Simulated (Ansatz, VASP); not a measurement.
**One calculation of TiPt3, two programs**

INCAR

```
SYSTEM = TiPt3
PREC     = Accurate       ! precision mode
ENCUT    = 520            ! plane-wave cutoff, eV
EDIFF    = 1E-6           ! SCF threshold, eV
ISMEAR   = 0              ! smearing method
SIGMA    = 0.1            ! smearing width, eV
LREAL    = .FALSE.        ! projectors in reciprocal space
LASPH    = .TRUE.         ! aspherical terms in the spheres
NELM     = 60             ! most SCF steps
ALGO     = Normal         ! electronic algorithm
ISIF     = 2              ! what is computed and relaxed
LWAVE    = .FALSE.        ! write WAVECAR
LCHARG   = .FALSE.        ! write CHGCAR
GGA      = PE             ! functional
NBANDS   = 29             ! bands
```

The input KPOINTS:

```
Automatic mesh
0
G
  10 10 10
  0 0 0
```

The input POSCAR:

```
TiPt3
1.0
    3.9872777617      0.0000000000      0.0000000000
    0.0000000000      3.9872777617      0.0000000000
    0.0000000000      0.0000000000      3.9872777617
Ti Pt
1 3
Direct
    0.0000000000      0.0000000000      0.0000000000
    0.0000000000      0.5000000000      0.5000000000
    0.5000000000      0.0000000000      0.5000000000
    0.5000000000      0.5000000000      0.0000000000
```

Input for Ansatz:

```yaml
crystal:
  lattice:
    - [3.9872777617, 0.0, 0.0]
    - [0.0, 3.9872777617, 0.0]
    - [0.0, 0.0, 3.9872777617]
  atoms:
    - { symbol: Ti, position: [0.0, 0.0, 0.0] }
    - { symbol: Pt, position: [0.0, 0.5, 0.5] }
    - { symbol: Pt, position: [0.5, 0.0, 0.5] }
    - { symbol: Pt, position: [0.5, 0.5, 0.0] }
basis:
  ecutwfc: 420
  xc_grid: 4
kpoints:
  mp_grid: { grid: [10, 10, 10] }
hamiltonian:
  xc: pbe
scf:
  occupations: { method: gaussian, width: 0.1 }
  eigensolver: { kind: davidson }
output:
  forces: true
  eigenvalues: true
  stress: true
```

Alike in both runs: task single point; functional PBE; k mesh 10 × 10 × 10; occupations gaussian, width 0.1 eV; no spin polarisation.

```csv
,VASP,Ansatz
version,VASP 6.6.1,Ansatz 0.2.0
potentials or method,"VASP PAW PBE potentials, release 64 (Ti_sv, Pt), cutoff 520 eV","scalar-relativistic, plane waves, PAW"
valence electrons in the cell,42,66
```

|  | VASP | Ansatz | Ansatz less VASP |
| --- | --- | --- | --- |
| gap on the k mesh at the Fermi level (eV) | none | none | - |
| pressure (GPa) | -6.9 | -6.5 | +0.37 |

A gap of «none» marks a metal or a gap that the smearing closes. VASP's potentials hold 42 valence electrons a cell and Ansatz's 66, so a difference there can come from the potentials and not from the codes.

Neither program's run includes spin-orbit coupling.
